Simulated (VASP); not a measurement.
Input of a VASP 6.6.1 run:

Contents of INCAR:

```
PREC = Accurate ; ENCUT = 520
EDIFF = 1E-6 ; ISMEAR = 0
SIGMA = 0.05 ; LREAL = F
LASPH = T ; NELM = 60
ALGO = Normal ; ISIF = 2
LWAVE = F ; LCHARG = F
GGA = PS ; NBANDS = 15
```

Contents of KPOINTS:

```
Automatic mesh
0
Gamma
  6 6 6
```

POSCAR

```
KCl
1.0
    3.6472362000      0.0000000000      0.0000000000
    0.0000000000      3.6472362000      0.0000000000
    0.0000000000      0.0000000000      3.8391960000
K Cl
1 1
Direct
    0.0000000000      0.0000000000      0.0000000000
    0.5000000000      0.5000000000      0.5000000000
```

Potentials or basis: VASP PAW PBE potentials, release 64 (K_sv, Cl).

The run is started by

```sh
$ cat potpaw_PBE.64/K_sv/POTCAR potpaw_PBE.64/Cl/POTCAR > POTCAR
$ mpirun -np 1 vasp_std > vasp.out
```

Task: Predict the band gap on the k mesh.

Result: 4.92 eV, indirect (least direct gap 5.13 eV).

Task: Predict the pressure.

Result: 0.6 GPa.

Stress tensor (GPa, compression positive):
```
 1.38  0.00  0.00
 0.00  1.38  0.00
 0.00  0.00 -1.03
```

Caveat: the cell differs from its parent crystal (strain -0.050 along x and y, +0.000 along z); the PAW data sets were made with another functional, which shifts forces and pressure a little. A k mesh can miss the band edges.
